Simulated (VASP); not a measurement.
# Zn6O (I4/mmm) in VASP: relaxation of cell and atoms with PBE

Aim: the relaxation of cell and atoms of Zn6O with PBE.

Program: VASP 6.6.1. These are calculated values, not measurements. Logs are shortened: lines on timing, memory, paths and dates and some standing lists are left out, and cuts for length are marked.

## 1. The cell of the first run

The structure is tetragonal, space group I4/mmm (No. 139). The conventional cell has a = 6.378 Å, b = 6.378 Å, c = 5.174 Å, α = 90.00°, β = 90.00°, γ = 90.00°. Within 3.5 Å of Zn (site symmetry -4m2) lie 10 Zn at 2.59 to 2.71 Å and 4 O at 3.44 Å. Zn (site symmetry m2m) has 6 Zn at 2.12 to 2.71 Å within 2.8 Å. O (site symmetry 4/mmm) has 20 Zn at 2.99 to 3.44 Å within 3.9 Å.

The cell was generated, and may not be a known phase.

## 2. Relaxation of cell and atoms, PBE

Input file INCAR:

```
SYSTEM = Zn6O
PREC = Accurate
ENCUT = 600
EDIFF = 1E-6
ISMEAR = 0
SIGMA = 0.2
LREAL = .False.
LASPH = .True.
NELM = 80
ALGO = Normal
ISIF = 3
LWAVE = .False.
LCHARG = .False.
GGA = PE
IBRION = 2
NSW = 36
EDIFFG = -0.08
```

Input file KPOINTS:

```
Automatic mesh
0
Gamma
  4 4 4
  0 0 0
```

Input file POSCAR:

```
Zn6O
1.0
   -3.1890844300      3.1890844300      2.5869319500
    3.1890844300     -3.1890844300      2.5869319500
    3.1890844300      3.1890844300     -2.5869319500
Zn O
6 1
Direct
    0.7500000000      0.2500000000      0.5000000000
    0.2500000000      0.7500000000      0.5000000000
    0.8336670100      0.8336670100      0.6673340200
    0.1663329900      0.1663329900      0.3326659800
    0.8336670100      0.1663329900      0.0000000000
    0.1663329900      0.8336670100      0.0000000000
    0.5000000000      0.5000000000      0.0000000000
```

Potentials or basis: VASP PAW PBE potentials, release 64 (Zn, O).

Run with:

```console
cat potpaw_PBE.64/Zn/POTCAR potpaw_PBE.64/O/POTCAR > POTCAR
mpirun -np 1 vasp_std > vasp.out
```

OUTCAR:

```text
SYSTEM = Zn6O
   PREC = Accurate
   ENCUT = 600
   EDIFF = 1E-6
   ISMEAR = 0
   LREAL = .False.
   LASPH = .True.
   NELM = 80
   ISIF = 3
   GGA = PE
   IBRION = 2
   NSW = 36
   EDIFFG = -0.08

 ion  position               nearest neighbor table
   1  0.750  0.250  0.500-   2 2.59   2 2.59   3 2.71   3 2.71   4 2.71   5 2.71   5 2.71   4 2.71
                             6 2.71   6 2.71
   2  0.250  0.750  0.500-   1 2.59   1 2.59   3 2.71   3 2.71   4 2.71   6 2.71   6 2.71   4 2.71
                             5 2.71   5 2.71
   3  0.834  0.834  0.667-   5 2.12   6 2.12   1 2.71   2 2.71   1 2.71   2 2.71   4 3.00   4 3.00
                             4 3.00
   4  0.166  0.166  0.333-   5 2.12   6 2.12   1 2.71   2 2.71   1 2.71   2 2.71   3 3.00   3 3.00
                             3 3.00
   5  0.834  0.166  0.000-   3 2.12   4 2.12   2 2.71   1 2.71   1 2.71   2 2.71   6 3.00   6 3.00
                             6 3.00
   6  0.166  0.834  0.000-   3 2.12   4 2.12   1 2.71   2 2.71   2 2.71   1 2.71   5 3.00   5 3.00
                             5 3.00
   7  0.500  0.500  0.000-

  LATTYP: Found a body centered tetragonal cell.
 ALAT       =     6.3781688600
 C/A-ratio  =     0.8111832743

  Lattice vectors:

 A1 = (  -3.1890844300,   3.1890844300,   2.5869319500)
 A2 = (   3.1890844300,  -3.1890844300,   2.5869319500)
 A3 = (   3.1890844300,   3.1890844300,  -2.5869319500)

Analysis of symmetry for initial positions (statically):
=====================================================================
 Subroutine PRICEL returns:
 Original cell was already a primitive cell.

 Routine SETGRP: Setting up the symmetry group for a
 body centered tetragonal supercell.

 Subroutine GETGRP returns: Found 16 space group operations
 (whereof 16 operations were pure point group operations)
 out of a pool of 16 trial point group operations.

The static configuration has the point symmetry D_4h.

Analysis of symmetry for dynamics (positions and initial velocities):
=====================================================================
 Subroutine PRICEL returns:
 Original cell was already a primitive cell.

 Routine SETGRP: Setting up the symmetry group for a
 body centered tetragonal supercell.

 Subroutine GETGRP returns: Found 16 space group operations
 (whereof 16 operations were pure point group operations)
 out of a pool of 16 trial point group operations.

The dynamic configuration has the point symmetry D_4h.

 Subroutine INISYM returns: Found 16 space group operations
 (whereof 16 operations are pure point group operations),
 and found     1 'primitive' translations

----------------------------------------------------------------------------------------

                                     Primitive cell

  volume of cell :     105.2391

  direct lattice vectors                    reciprocal lattice vectors
    -3.189084430  3.189084430  2.586931950     0.000000000  0.156784811  0.193279147
     3.189084430 -3.189084430  2.586931950     0.156784811  0.000000000  0.193279147
     3.189084430  3.189084430 -2.586931950     0.156784811  0.156784811  0.000000000

  length of vectors
     5.199301484  5.199301484  5.199301484     0.248874076  0.248874076  0.221727206

  position of ions in fractional coordinates (direct lattice)
     0.750000000  0.250000000  0.500000000
     0.250000000  0.750000000  0.500000000
     0.833667010  0.833667010  0.667334020
     0.166332990  0.166332990  0.332665980
     0.833667010  0.166332990  0.000000000
     0.166332990  0.833667010  0.000000000
     0.500000000  0.500000000  0.000000000

  ion indices of the primitive-cell ions
   primitive index   ion index
                 1           1
                 2           2
                 3           3
                 4           4
                 5           5
                 6           6
                 7           7

----------------------------------------------------------------------------------------

 KPOINTS: Automatic mesh

Automatic generation of k-mesh.
 Grid dimensions read from file:
 generate k-points for:    4    4    4

 Generating k-lattice:

  Cartesian coordinates                     Fractional coordinates (reciprocal lattice)
     0.000000000  0.039196203  0.048319787     0.250000000  0.000000000  0.000000000
     0.039196203  0.000000000  0.048319787     0.000000000  0.250000000  0.000000000
     0.039196203  0.039196203  0.000000000     0.000000000  0.000000000  0.250000000

  Length of vectors
     0.062218519  0.062218519  0.055431802

  Shift w.r.t. Gamma in fractional coordinates (k-lattice)
     0.000000000  0.000000000  0.000000000

 Subroutine IBZKPT returns following result:
 ===========================================

 Found     13 irreducible k-points:

 Following reciprocal coordinates:
            Coordinates               Weight
  0.000000  0.000000  0.000000      1.000000
  0.250000  0.000000  0.000000      8.000000
  0.500000  0.000000  0.000000      4.000000
  0.250000  0.250000  0.000000      8.000000
  0.500000  0.250000  0.000000     16.000000
 -0.250000  0.250000  0.000000      4.000000
  0.500000  0.500000  0.000000      2.000000
  0.250000  0.250000  0.250000      2.000000
 -0.250000  0.250000  0.250000      4.000000
  0.500000  0.500000  0.250000      4.000000
 -0.250000  0.500000  0.250000      8.000000
 -0.250000 -0.250000  0.250000      2.000000
  0.500000  0.500000  0.500000      1.000000
   k-points           NKPTS =     13   k-points in BZ     NKDIM =     13   number of bands    NBANDS=     46
   number of dos      NEDOS =    301   number of ions     NIONS =      7
   total plane-waves  NPLWV =  74088
   dimension x,y,z NGX =    42 NGY =   42 NGZ =   42
   dimension x,y,z NGXF=    84 NGYF=   84 NGZF=   84
   ions per type =               6   1
   NGX,Y,Z   is equivalent  to a cutoff of  13.43, 13.43, 13.43 a.u.
   NGXF,Y,Z  is equivalent  to a cutoff of  26.86, 26.86, 26.86 a.u.
 SYSTEM =  Zn6O
   PREC   = accura    normal or accurate (medium, high low for compatibility)
   ISTART =      0    job   : 0-new  1-cont  2-samecut
   ICHARG =      2    charge: 1-file 2-atom 10-const
   ISPIN  =      1    spin polarized calculation?
   LNONCOLLINEAR =      F non collinear calculations
   LSORBIT =      F    spin-orbit coupling
   LASPH  =      T    aspherical Exc in radial PAW
   ENCUT  =  600.0 eV  44.10 Ry    6.64 a.u.  10.38 10.38 10.38*2*pi/ulx,y,z
   NELM   =     80;   NELMIN=  2; NELMDL= -5     # of ELM steps
   EDIFF  = 0.1E-05   stopping-criterion for ELM
   LREAL  =      F    real-space projection
   EDIFFG = -.8E-01   stopping-criterion for IOM
   NSW    =     36    number of steps for IOM
   IBRION =      2    ionic relax: 0-MD 1-quasi-New 2-CG
   NFREE  =      1    steps in history (QN), initial steepest desc. (CG)
   ISIF   =      3    stress and relaxation
   ISYM   =      2    0-nonsym 1-usesym 2-fastsym
   POTIM  = 0.5000    time-step for ionic-motion
   TEBEG  =    0.0;   TEEND  =   0.0 temperature during run
   PSTRESS=    0.0 pullay stress
   NELECT =      78.0000    total number of electrons
   NUPDOWN=      -1.0000    fix difference up-down
   EMIN   =  10.00;   EMAX   =-10.00  energy-range for DOS
   EFERMI =   0.00;   METHOD = LEGACY
   ISMEAR =     0;   SIGMA  =   0.20  broadening in eV -4-tet -1-fermi 0-gaus
   EFERMI_NEDOS =   21; number of points for ismear=-14 and -15
   IALGO  =     38    algorithm
   IMIX   =      4    mixing-type and parameters
     AMIX     =   0.40;   BMIX     =  1.00
     AMIX_MAG =   1.60;   BMIX_MAG =  1.00
  volume/ion in A,a.u.               =      15.03       101.46
  Fermi-wavevector in a.u.,A,eV,Ry     =   1.481542  2.799709 29.864342  2.194967
  Thomas-Fermi vector in A             =   2.595439
   LORBIT       =      0    0 simple, 1 ext, 2 COOP (PROOUT), +10 PAW based schemes
   GGA     = PE    functional components
   LHFCALC =     F    Hartree Fock is set to
   AEXX    =    0.0000 exact exchange contribution
   IVDW    =     0    specifies the selected vdW correction
   LEPSILON=     F    determine dielectric tensor
   LRPA    =     F    only Hartree local field effects (RPA)
 conjugate gradient relaxation of ions
 non-spin polarized calculation
 Gauss-broadening in eV      SIGMA  =   0.20
  energy-cutoff  :      600.00
  volume of cell :      105.24
 maximum number of plane-waves:      3535
 NGX is ok and might be reduce to    42
   NGX = 21   NGY = 21   NGZ = 21

--------------------------------------- Ionic step        1  -------------------------------------------

 number of electron      77.9999934 magnetization

 Free energy of the ion-electron system (eV)
  ---------------------------------------------------
  ext. energy  EPLUGINS =         0.00000000
  ---------------------------------------------------
  free energy    TOTEN  =        -8.42437380 eV

  energy without entropy =       -8.38057541  energy(sigma->0) =       -8.40247460

------------------------ aborting loop because EDIFF is reached ----------------------------------------

  FORCE on cell =-STRESS in cart. coord.  units (eV):
  Direction    XX          YY          ZZ          XY          YZ          ZX
  --------------------------------------------------------------------------------------
  -------------------------------------------------------------------------------------
  Total       10.7862429     10.7862429     -2.2200896      0.0000000     -0.0000000      0.0000000
  in kB      164.2115688    164.2115688    -33.7990161      0.0000000     -0.0000000      0.0000000
  external PRESSURE =      98.2080405 kB  Pullay stress =       0.0000000 kB
[... 104 lines left out ...]
  FREE ENERGIE OF THE ION-ELECTRON SYSTEM (eV)
  ---------------------------------------------------
  free  energy   TOTEN  =       -10.2855049263 eV

  energy  without entropy=      -10.2168711281  energy(sigma->0) =      -10.25118803

[... ionic steps 4 to 24 ...]

--------------------------------------- Ionic step       25  -------------------------------------------

 number of electron      78.0000002 magnetization

------------------------ aborting loop because EDIFF is reached ----------------------------------------

  FORCE on cell =-STRESS in cart. coord.  units (eV):
  Direction    XX          YY          ZZ          XY          YZ          ZX
  --------------------------------------------------------------------------------------
  -------------------------------------------------------------------------------------
  Total       -0.2624040     -0.2624040      0.8510532      0.0000000     -0.0000000      0.0000000
  in kB       -3.8334246     -3.8334246     12.4329213      0.0000000     -0.0000000      0.0000000
  external PRESSURE =       1.5886907 kB  Pullay stress =       0.0000000 kB
[... 67 lines left out ...]
  energy  without entropy=      -12.4249600202  energy(sigma->0) =      -12.43429259

--------------------------------------- Ionic step       27  -------------------------------------------

 number of electron      78.0000041 magnetization

 Free energy of the ion-electron system (eV)
  ---------------------------------------------------
  ext. energy  EPLUGINS =         0.00000000
  ---------------------------------------------------
  free energy    TOTEN  =       -12.45006506 eV

  energy without entropy =      -12.43480189  energy(sigma->0) =      -12.44243348

 E-fermi :   1.9869     XC(G=0): -10.8156

 val. band max:        1.9630106479   @ k =  -0.2500  -0.2500   0.2500
 cond. band min:       2.1625215085   @ k =   0.5000   0.5000   0.0000
 fundamental gap:      0.1995108606
 Fermi energy:         1.9869342969

 k-point     1 :       0.0000    0.0000    0.0000
  band No.  band energies     occupation
      1     -16.0427      2.00000
      2      -7.0368      2.00000
      3      -6.1347      2.00000
      4      -6.1347      2.00000
      5      -5.8738      2.00000
      6      -5.8719      2.00000
[... 660 lines left out ...]
  FREE ENERGIE OF THE ION-ELECTRON SYSTEM (eV)
  ---------------------------------------------------
  free  energy   TOTEN  =       -12.4500650625 eV

  energy  without entropy=      -12.4348018875  energy(sigma->0) =      -12.44243348

 reached required accuracy - stopping structural energy minimisation
```

It took 54 min on 1 thread of AMD EPYC 7R13, shared host; peak memory 0.27 GiB.

What came out:

```yaml
Free_energy: -12.4501 eV
Relaxed_volume: 15.81 Å³/atom
Relaxed_cell: a = 5.248 Å, b = 5.248 Å, c = 5.248 Å, α = 111.94°, β = 111.94°, γ = 104.63°
Space_group_after_relaxing_to_0.1_Å: I4/mmm (No. 139)
Pressure_after_relaxing: 0.1 GPa
Largest_force_after_relaxing: 0.031 eV/Å
Band_gap_on_the_k_mesh: zero (bands 39 and 40 overlap by 1.97 eV)
```

Forces on the atoms (eV/Å):
```
Zn   0.000  0.000  0.000
Zn   0.000  0.000  0.000
Zn   0.022  0.022  0.000
Zn  -0.022 -0.022  0.000
Zn  -0.022  0.022  0.000
Zn   0.022 -0.022  0.000
O    0.000  0.000  0.000
```

Final structure:
```
Zn O
1.0
    -2.93705    2.93705    3.20836
     2.93705   -2.93705    3.20836
     2.93705    2.93705   -3.20836
Zn O
6 1
Cartesian
  0.0000 2.9370 1.6042
  2.9370 0.0000 1.6042
  1.4714 1.4714 3.2084
  1.4657 1.4657 0.0000
  -1.4714 1.4714 3.2084
  1.4714 -1.4714 3.2084
  0.0000 0.0000 3.2084
```

Levels at points of the mesh, in eV from the Fermi level:
| k point | band 35 | band 36 | band 37 | band 38 | band 39 | band 40 | band 41 | band 42 | band 43 | band 44 |
| --- | --- | --- | --- | --- | --- | --- | --- | --- | --- | --- |
| (0.00, 0.00, 0.00) | -2.62 | -2.36 | -0.76 | -0.76 | -0.38 | -0.38 | -0.34 | 0.72 | 2.07 | 2.65 |
| (0.50, 0.00, 0.00) | -3.41 | -2.19 | -2.15 | -1.10 | -0.49 | 0.57 | 1.31 | 1.43 | 5.11 | 5.25 |
| (0.50, 0.50, 0.00) | -3.06 | -2.70 | -2.44 | -1.61 | -0.39 | 0.18 | 1.06 | 3.38 | 5.12 | 5.41 |
| (0.50, 0.50, 0.50) | -5.07 | -4.50 | -1.46 | -1.46 | -1.40 | 1.18 | 3.63 | 4.00 | 4.96 | 4.96 |

Caveat: the k points lie up to 0.36 Å⁻¹ apart in the final cell, too coarse for converged energies and pressures of a metal.

The gap in the log of VASP goes by the Fermi energy; the results here count the filled bands.